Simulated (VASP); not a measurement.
# Cr: single point with PBE

Cr:

```
Cr
1.0
    -1.42472    1.42472    1.42472
     1.42472   -1.42472    1.42472
     1.42472    1.42472   -1.42472
Cr
1
Direct
  0.00000 0.00000 0.00000
```

```yaml
Program: VASP 6.6.1
Task: single point
Functional: PBE
Potentials_or_basis: VASP PAW PBE potentials, release 64 (Cr_pv)
Cutoff: 500 eV
k_mesh: 10 × 10 × 10
Occupations: fermi-dirac, width 0.1 eV
Spin: collinear spin, ferromagnetic start
Starting_moments: "[3.0] μB"
Dipole_correction: no
Further_INCAR_settings: ALGO = Normal; EDIFF = 1e-06; NBANDS = 16
```

```
Pressure                                              : -0.5 GPa
Band gap on the k mesh                                : zero (filled and empty bands overlap)
Net moment                                            : 0.00 μB per cell
Valence electrons inside the program's atomic spheres : Cr 11.05
```

Levels at points of the mesh, in eV from the Fermi level:
Spin up:
```
           k point  band 2  band 3  band 4  band 5  band 6  band 7  band 8  band 9  band 10  band 11
(0.00, 0.00, 0.00)  -42.76  -42.76   -7.87   -0.94   -0.94   -0.94    1.11    1.11     7.07    22.27
(0.50, 0.00, 0.00)  -43.05  -42.77   -4.45   -2.48    1.09    1.11    1.45    2.80     7.06     9.88
(0.50, 0.50, 0.50)  -43.39  -43.39   -4.33   -4.33    2.41    2.41    2.41    7.07    10.57    10.57
```
Spin down:
```
           k point  band 4  band 5  band 6  band 7  band 8  band 9
(0.00, 0.00, 0.00)   -7.87   -0.94   -0.94   -0.94    1.11    1.11
(0.50, 0.00, 0.00)   -4.45   -2.48    1.09    1.11    1.45    2.80
(0.50, 0.50, 0.50)   -4.33   -4.33    2.41    2.41    2.41    7.07
```

Wall time 7.9 s on 1 thread of Intel(R) Xeon(R) 6975P-C (Granite Rapids) (shared host), peak memory 0.13 GiB.

Caveat: an empty level that is flat over the whole mesh can mark a ghost state of the potentials, or a narrow d or f band.
